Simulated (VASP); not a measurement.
Crystal: AgRh.

```xyz
2
Lattice="2.7776 0.0000 0.0000 -1.3888 2.4055 0.0000 0.0000 0.0000 4.8086" Properties=species:S:1:pos:R:3 pbc="T T T"
Ag    0.0000    0.0000    2.4043
Rh    1.3888    0.8018    0.0000
```

| Property | Result |
| --- | --- |
| Program | VASP 6.6.1 |
| Task | relaxation of cell and atoms |
| Functional | r2SCAN |
| Potentials or basis | VASP PAW PBE potentials, release 64 (Ag, Rh_pv) |
| Cutoff | 600 eV |
| k mesh | 12 × 12 × 6 |
| Occupations | methfessel-paxton, width 0.15 eV |
| Spin | no spin polarisation |

At the start: pressure -6.2 GPa; volume 16.06 Å³/atom.

Question: Where does the relaxation end?

Answer: Over 6 steps the energy falls by 12.5 meV/atom and the volume is 15.44 Å³/atom (-3.9 %); space group P-6m2 (No. 187, to 0.1 Å) before and after.

Step by step:
| step | energy change (eV) | largest force (eV/Å) | pressure (GPa) | volume (Å³) |
| --- | --- | --- | --- | --- |
| 1 | 0.0000 | 0.0000 | -6.18 | 32.13 |
| 2 | 0.0247 | 0.0000 | 10.61 | 29.33 |
| 3 | -0.0247 | 0.0000 | -0.09 | 30.92 |
| 4 | -0.0247 | 0.0000 | 0.05 | 30.89 |
| 5 | -0.0249 | 0.0000 | 0.07 | 30.88 |
| 6 | -0.0249 | 0.0000 | 0.07 | 30.88 |

Final structure:
```xyz
2
Lattice="2.7435 0.0000 0.0000 -1.3717 2.3759 0.0000 0.0000 0.0000 4.7369" Properties=species:S:1:pos:R:3 pbc="T T T"
Ag    2.7435    0.0000    2.3684
Rh    1.3717    0.7920    0.0000
```

Caveat: the PAW data sets were made with another functional, which shifts forces and pressure a little.
